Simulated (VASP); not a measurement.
**Mg2O: single point with PBE**

Mg2O:

```
Mg O
1.0
     4.51336    0.00000    0.00000
     0.00000    4.51336    0.00000
     0.00000    0.00000    4.84016
Mg O
4 2
Direct
  0.75019 0.25019 0.24564
  0.24981 0.74981 0.24564
  0.25019 0.24981 0.75436
  0.74981 0.75019 0.75436
  0.00000 0.00000 0.50000
  0.50000 0.50000 0.50000
```

The cell was generated, and may not be a known phase.

| Item | Value |
| --- | --- |
| Program | VASP 6.6.1 |
| Task | single point |
| Functional | PBE |
| Potentials or basis | VASP PAW PBE potentials, release 64 (Mg, O) |
| Cutoff | 600 eV |
| k mesh | 3 × 3 × 4 |
| Occupations | gaussian, width 0.2 eV |
| Spin | no spin polarisation |
| Dipole correction | no |
| Further INCAR settings | ALGO = Normal; EDIFF = 1e-06; NBANDS = 19 |

| Property | Result |
| --- | --- |
| Pressure | -0.5 GPa |
| Largest force | 0.018 eV/Å |
| Band gap on the k mesh | zero (bands 10 and 11 overlap by 0.81 eV) |

Forces on the atoms (eV/Å):
```
Mg  -0.003 -0.003  0.018
Mg   0.003  0.003  0.018
Mg  -0.003  0.003 -0.018
Mg   0.003 -0.003 -0.018
O    0.000  0.000  0.000
O    0.000  0.000  0.000
```

Levels at points of the mesh, in eV from the Fermi level:
| k point | band 7 | band 8 | band 9 | band 10 | band 11 | band 12 | band 13 | band 14 |
| --- | --- | --- | --- | --- | --- | --- | --- | --- |
| (0.00, 0.00, 0.00) | -4.09 | -3.50 | -3.50 | 0.34 | 2.36 | 2.61 | 3.47 | 3.47 |
| (0.00, 0.00, 0.50) | -3.50 | -3.50 | -1.84 | -0.42 | 1.72 | 1.87 | 2.87 | 2.87 |

Wall time 60 s on 1 thread of Intel Xeon 8259CL, with other jobs on the host, peak memory 0.19 GiB.

Caveat: the k points lie up to 0.46 Å⁻¹ apart, too coarse for converged energies and pressures of a metal.
